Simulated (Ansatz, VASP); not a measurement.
**Ga2P in VASP and in Ansatz**

```
CELL_PARAMETERS angstrom
4.06672 0.00000 0.00000
0.00000 4.06672 0.00000
0.00000 0.00000 6.83962
ATOMIC_POSITIONS crystal
Ga 0.50000 0.50000 0.00000
Ga 0.00000 0.00000 0.00000
Ga 0.50000 0.00000 0.30370
Ga 0.00000 0.50000 0.69630
P 0.50000 0.00000 0.71232
P 0.00000 0.50000 0.28768
```

Change from the starting cell: species swapped into the Mn2Sb type (P4/nmm, No. 129).

Alike in both runs: task relaxation of cell and atoms; functional PBE; k mesh 4 × 4 × 4; occupations gaussian, width 0.1 eV; no spin polarisation.

```csv
,VASP,Ansatz
version,VASP 6.6.1,Ansatz 0.2.0
potentials or method,"VASP PAW PBE potentials, release 64 (Ga_d, P), cutoff 600 eV","scalar-relativistic, plane waves, PAW"
valence electrons in the cell,62,62
```

VASP gave:

```
gap on the k mesh at the Fermi level, each at its own relaxed structure (eV)  : none
relaxed volume (Å³/atom)                                                      : 18.08
relaxed length of the cell vector where the two differ most in proportion (Å) : 7.941
```

Question: Estimate Ansatz's values.

Answer: gap on the k mesh at the Fermi level, each at its own relaxed structure (eV): none; relaxed volume (Å³/atom): 18.09; relaxed length of the cell vector where the two differ most in proportion (Å): 7.955.

A gap of «none» marks a metal or a gap that the smearing closes.

The k mesh is coarse, so the values compare programs but aren't converged.
